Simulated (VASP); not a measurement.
# TaF3 (P4/mmm) in VASP: a series of runs

Runs on TaF3. Level: PBEsol. Tasks: single point.

Program: VASP 6.6.1. These are calculated values, not measurements. Logs are shortened: lines on timing, memory, paths and dates and some standing lists are left out, and cuts for length are marked.

### 1 The cell of the first run

The structure is tetragonal, space group P4/mmm (No. 123). Conventional cell: a = 3.960 Å, b = 3.960 Å, c = 3.784 Å, α = 90.00°, β = 90.00°, γ = 90.00°. Ta (site symmetry 4/mmm) has 6 F at 1.89 to 1.98 Å within 2.5 Å. F (site symmetry mmm) has 2 Ta at 1.98 Å within 2.6 Å. Within 2.5 Å of F (site symmetry 4/mmm) lie 2 Ta at 1.89 Å.

### 2 Single point, PBEsol (strain +0.015 along x and y, -0.030 along z)

INCAR

```
ALGO = Normal
EDIFF = 1E-7
ENCUT = 520
GGA = PS
ISIF = 2
ISMEAR = 0
LASPH = T
LCHARG = T
LELF = T
LREAL = F
LVHAR = T
LWAVE = F
NBANDS = 24
NELM = 60
PREC = Accurate
SIGMA = 0.15
```

KPOINTS

```
k-points
0
Gamma
  12 12 12
```

POSCAR

```
TaF3
1.0
    3.9597180000      0.0000000000      0.0000000000
    0.0000000000      3.9597180000      0.0000000000
    0.0000000000      0.0000000000      3.7841640000
Ta F
1 3
Direct
    0.0000000000      0.0000000000      0.0000000000
    0.5000000000      0.0000000000      0.0000000000
    0.0000000000      0.5000000000      0.0000000000
    0.0000000000      0.0000000000      0.5000000000
```

Potentials or basis: VASP PAW PBE potentials, release 64 (Ta_pv, F).

Run with:

```sh
> cat potpaw_PBE.64/Ta_pv/POTCAR potpaw_PBE.64/F/POTCAR > POTCAR
> mpirun -np 1 vasp_std > vasp.out
```

OUTCAR:

```text
EDIFF = 1E-7
   ENCUT = 520
   GGA = PS
   ISIF = 2
   ISMEAR = 0
   LASPH = T
   LREAL = F
   NELM = 60
   PREC = Accurate

 ion  position               nearest neighbor table
   1  0.000  0.000  0.000-   4 1.89   4 1.89   2 1.98   3 1.98   3 1.98   2 1.98
   2  0.500  0.000  0.000-   1 1.98   1 1.98
   3  0.000  0.500  0.000-   1 1.98   1 1.98
   4  0.000  0.000  0.500-   1 1.89   1 1.89

  LATTYP: Found a simple tetragonal cell.
 ALAT       =     3.9597180000
 C/A-ratio  =     0.9556650246

  Lattice vectors:

 A1 = (   3.9597180000,   0.0000000000,   0.0000000000)
 A2 = (   0.0000000000,   3.9597180000,   0.0000000000)
 A3 = (   0.0000000000,   0.0000000000,   3.7841640000)

Analysis of symmetry for initial positions (statically):
=====================================================================
 Subroutine PRICEL returns:
 Original cell was already a primitive cell.

 Routine SETGRP: Setting up the symmetry group for a
 simple tetragonal supercell.

 Subroutine GETGRP returns: Found 16 space group operations
 (whereof 16 operations were pure point group operations)
 out of a pool of 16 trial point group operations.

The static configuration has the point symmetry D_4h.

Analysis of symmetry for dynamics (positions and initial velocities):
=====================================================================
 Subroutine PRICEL returns:
 Original cell was already a primitive cell.

 Routine SETGRP: Setting up the symmetry group for a
 simple tetragonal supercell.

 Subroutine GETGRP returns: Found 16 space group operations
 (whereof 16 operations were pure point group operations)
 out of a pool of 16 trial point group operations.

The dynamic configuration has the point symmetry D_4h.

 Subroutine INISYM returns: Found 16 space group operations
 (whereof 16 operations are pure point group operations),
 and found     1 'primitive' translations

----------------------------------------------------------------------------------------

                                     Primitive cell

  volume of cell :      59.3333

  direct lattice vectors                    reciprocal lattice vectors
     3.959718000  0.000000000  0.000000000     0.252543237  0.000000000  0.000000000
     0.000000000  3.959718000  0.000000000     0.000000000  0.252543237  0.000000000
     0.000000000  0.000000000  3.784164000     0.000000000  0.000000000  0.264259160

  length of vectors
     3.959718000  3.959718000  3.784164000     0.252543237  0.252543237  0.264259160

  position of ions in fractional coordinates (direct lattice)
     0.000000000  0.000000000  0.000000000
     0.500000000  0.000000000  0.000000000
     0.000000000  0.500000000  0.000000000
     0.000000000  0.000000000  0.500000000

  ion indices of the primitive-cell ions
   primitive index   ion index
                 1           1
                 2           2
                 3           3
                 4           4

----------------------------------------------------------------------------------------

 KPOINTS: k-points

Automatic generation of k-mesh.
 Grid dimensions read from file:
 generate k-points for:   12   12   12

 Generating k-lattice:

  Cartesian coordinates                     Fractional coordinates (reciprocal lattice)
     0.021045270  0.000000000  0.000000000     0.083333333  0.000000000  0.000000000
     0.000000000  0.021045270  0.000000000     0.000000000  0.083333333  0.000000000
     0.000000000  0.000000000  0.022021597     0.000000000  0.000000000  0.083333333

  Length of vectors
     0.021045270  0.021045270  0.022021597

  Shift w.r.t. Gamma in fractional coordinates (k-lattice)
     0.000000000  0.000000000  0.000000000

 Subroutine IBZKPT returns following result:
 ===========================================

 Found    196 irreducible k-points:

 Following reciprocal coordinates:
            Coordinates               Weight
  0.000000  0.000000  0.000000      1.000000
  0.083333  0.000000  0.000000      4.000000
  0.166667  0.000000  0.000000      4.000000
  0.250000  0.000000  0.000000      4.000000
  0.333333  0.000000  0.000000      4.000000
  0.416667  0.000000  0.000000      4.000000
[... 16 lines left out ...]
  0.333333  0.333333  0.000000      4.000000
  0.416667  0.333333  0.000000      8.000000
 [... further k-points ...]
   k-points           NKPTS =    196   k-points in BZ     NKDIM =    196   number of bands    NBANDS=     24
   number of dos      NEDOS =    301   number of ions     NIONS =      4
   total plane-waves  NPLWV =  25200
   dimension x,y,z NGX =    30 NGY =   30 NGZ =   28
   dimension x,y,z NGXF=    60 NGYF=   60 NGZF=   56
   ions per type =               1   3
   NGX,Y,Z   is equivalent  to a cutoff of  12.60, 12.60, 12.30 a.u.
   NGXF,Y,Z  is equivalent  to a cutoff of  25.19, 25.19, 24.60 a.u.
 SYSTEM =  unknown system
   PREC   = accura    normal or accurate (medium, high low for compatibility)
   ISTART =      0    job   : 0-new  1-cont  2-samecut
   ICHARG =      2    charge: 1-file 2-atom 10-const
   ISPIN  =      1    spin polarized calculation?
   LNONCOLLINEAR =      F non collinear calculations
   LSORBIT =      F    spin-orbit coupling
   LASPH  =      T    aspherical Exc in radial PAW
   ENCUT  =  520.0 eV  38.22 Ry    6.18 a.u.   7.36  7.36  7.04*2*pi/ulx,y,z
   NELM   =     60;   NELMIN=  2; NELMDL= -5     # of ELM steps
   EDIFF  = 0.1E-06   stopping-criterion for ELM
   LREAL  =      F    real-space projection
   EDIFFG = 0.1E-05   stopping-criterion for IOM
   NSW    =      0    number of steps for IOM
   IBRION =     -1    ionic relax: 0-MD 1-quasi-New 2-CG
   NFREE  =      0    steps in history (QN), initial steepest desc. (CG)
   ISIF   =      2    stress and relaxation
   ISYM   =      2    0-nonsym 1-usesym 2-fastsym
   POTIM  = 0.5000    time-step for ionic-motion
   TEBEG  =    0.0;   TEEND  =   0.0 temperature during run
   PSTRESS=    0.0 pullay stress
   NELECT =      32.0000    total number of electrons
   NUPDOWN=      -1.0000    fix difference up-down
   EMIN   =  10.00;   EMAX   =-10.00  energy-range for DOS
   EFERMI =   0.00;   METHOD = LEGACY
   ISMEAR =     0;   SIGMA  =   0.15  broadening in eV -4-tet -1-fermi 0-gaus
   EFERMI_NEDOS =   21; number of points for ismear=-14 and -15
   IALGO  =     38    algorithm
   IMIX   =      4    mixing-type and parameters
     AMIX     =   0.40;   BMIX     =  1.00
     AMIX_MAG =   1.60;   BMIX_MAG =  1.00
  volume/ion in A,a.u.               =      14.83       100.10
  Fermi-wavevector in a.u.,A,eV,Ry     =   1.332576  2.518204 24.160667  1.775759
  Thomas-Fermi vector in A             =   2.461500
   LORBIT       =      0    0 simple, 1 ext, 2 COOP (PROOUT), +10 PAW based schemes
   GGA     = PS    functional components
   LHFCALC =     F    Hartree Fock is set to
   AEXX    =    0.0000 exact exchange contribution
   IVDW    =     0    specifies the selected vdW correction
   LEPSILON=     F    determine dielectric tensor
   LRPA    =     F    only Hartree local field effects (RPA)
 non-spin polarized calculation
 Gauss-broadening in eV      SIGMA  =   0.15
  energy-cutoff  :      520.00
  volume of cell :       59.33
 maximum number of plane-waves:      1626
 NGX is ok and might be reduce to    30
   NGX = 15   NGY = 15   NGZ = 15

 number of electron      31.9999970 magnetization

 Free energy of the ion-electron system (eV)
  ---------------------------------------------------
  ext. energy  EPLUGINS =         0.00000000
  ---------------------------------------------------
  free energy    TOTEN  =       -27.28324303 eV

  energy without entropy =      -27.25458374  energy(sigma->0) =      -27.26891339

 E-fermi :   4.7914     XC(G=0):  -9.2124

 val. band max:        4.7879504045   @ k =   0.3333   0.0833   0.1667
 cond. band min:       4.7932114912   @ k =   0.3333   0.2500   0.0833
 fundamental gap:      0.0052610867
 Fermi energy:         4.7913598015

 k-point     1 :       0.0000    0.0000    0.0000
  band No.  band energies     occupation
      1     -32.3513      2.00000
      2     -32.1236      2.00000
      3     -32.1236      2.00000
      4     -24.5715      2.00000
      5     -23.6851      2.00000
      6     -23.4938      2.00000
[... 16 lines left out ...]
     23      13.3486      0.00000
     24      13.9913      0.00000

 k-point     2 :       0.0833    0.0000    0.0000
  band No.  band energies     occupation
      1     -32.3510      2.00000
      2     -32.1457      2.00000
      3     -32.1233      2.00000
      4     -24.5690      2.00000
      5     -23.6550      2.00000
      6     -23.4567      2.00000
[... 16 lines left out ...]
     23      13.3789      0.00000
     24      13.9803      0.00000

 k-point     3 :       0.1667    0.0000    0.0000
  band No.  band energies     occupation
      1     -32.3502      2.00000
      2     -32.2048      2.00000
      3     -32.1224      2.00000
      4     -24.5636      2.00000
      5     -23.6148      2.00000
      6     -23.3105      2.00000
[... 16 lines left out ...]
     23      13.5547      0.00000
     24      14.1325      0.00000

 k-point     4 :       0.2500    0.0000    0.0000
  band No.  band energies     occupation
      1     -32.3490      2.00000
      2     -32.2831      2.00000
      3     -32.1212      2.00000
      4     -24.5579      2.00000
      5     -23.5972      2.00000
      6     -23.0673      2.00000
[... 16 lines left out ...]
     23      13.8243      0.00000
     24      14.3071      0.00000

 k-point     5 :       0.3333    0.0000    0.0000
  band No.  band energies     occupation
      1     -32.3586      2.00000
      2     -32.3478      2.00000
      3     -32.1200      2.00000
      4     -24.5532      2.00000
      5     -23.5893      2.00000
      6     -22.8060      2.00000
[... 451 lines left out ...]
 k-point    22 :       0.5000    0.2500    0.0000
  band No.  band energies     occupation
      1     -32.4289      2.00000
      2     -32.3443      2.00000
      3     -32.2778      2.00000
      4     -24.5381      2.00000
      5     -23.0716      2.00000
      6     -22.5304      2.00000
[... 16 lines left out ...]
     23      12.5513      0.00000
     24      13.2695      0.00000

 k-point    23 :       0.3333    0.3333    0.0000
  band No.  band energies     occupation
      1     -32.3551      2.00000
      2     -32.3541      2.00000
      3     -32.3443      2.00000
      4     -24.5372      2.00000
      5     -22.8329      2.00000
      6     -22.7771      2.00000
[... 16 lines left out ...]
     23      11.1121      0.00000
     24      13.7229      0.00000

 k-point    24 :       0.4167    0.3333    0.0000
  band No.  band energies     occupation
      1     -32.4082      2.00000
      2     -32.3536      2.00000
      3     -32.3434      2.00000
      4     -24.5350      2.00000
      5     -22.8053      2.00000
      6     -22.6029      2.00000
[... 16 lines left out ...]
     23      11.3225      0.00000
     24      13.0426      0.00000

 [... further k-points ...]

------------------------ aborting loop because EDIFF is reached ----------------------------------------

  FORCE on cell =-STRESS in cart. coord.  units (eV):
  Direction    XX          YY          ZZ          XY          YZ          ZX
  --------------------------------------------------------------------------------------
  -------------------------------------------------------------------------------------
  Total        5.4350984      5.4350984     13.4326851      0.0000000      0.0000000      0.0000000
  in kB      146.7639951    146.7639951    362.7228797      0.0000000      0.0000000      0.0000000
  external PRESSURE =     218.7502900 kB  Pullay stress =       0.0000000 kB

 VOLUME and BASIS-vectors are now :
 -----------------------------------------------------------------------------
  energy-cutoff  :      520.00
  volume of cell :       59.33
      direct lattice vectors                 reciprocal lattice vectors
     3.959718000  0.000000000  0.000000000     0.252543237  0.000000000  0.000000000
     0.000000000  3.959718000  0.000000000     0.000000000  0.252543237  0.000000000
     0.000000000  0.000000000  3.784164000     0.000000000  0.000000000  0.264259160

 POSITION                                       TOTAL-FORCE (eV/Angst)
 -----------------------------------------------------------------------------------
      0.00000      0.00000      0.00000         0.000000      0.000000      0.000000
      1.97986      0.00000      0.00000         0.000000      0.000000      0.000000
      0.00000      1.97986      0.00000         0.000000      0.000000      0.000000
      0.00000      0.00000      1.89208         0.000000      0.000000      0.000000
 -----------------------------------------------------------------------------------
    total drift:                                0.000000      0.000000      0.000000

  FREE ENERGIE OF THE ION-ELECTRON SYSTEM (eV)
  ---------------------------------------------------
  free  energy   TOTEN  =       -27.2832430338 eV

  energy  without entropy=      -27.2545837437  energy(sigma->0) =      -27.26891339
```

It took 3.8 min on 1 thread of Intel Xeon Platinum 8259CL at 2.50GHz (Skylake/Cascade Lake), shared host; peak memory 0.34 GiB.

Results:

```yaml
Free_energy: -27.2832 eV
Pressure: 21.9 GPa
Band_gap_on_the_k_mesh: zero (bands 16 and 17 overlap by 2.91 eV)
```

Stress tensor (GPa, compression positive):
```
14.68  0.00  0.00
 0.00 14.68  0.00
 0.00  0.00 36.27
```

Caveat: the cell differs from its parent crystal (strain +0.015 along x and y, -0.030 along z); the stress differs along the axes, from 15 to 36 GPa; the PAW data sets were made with another functional, which shifts forces and pressure a little; spin-orbit coupling is left out, which moves the levels of the heavy elements.

(Part 1 of 2 ends here.)
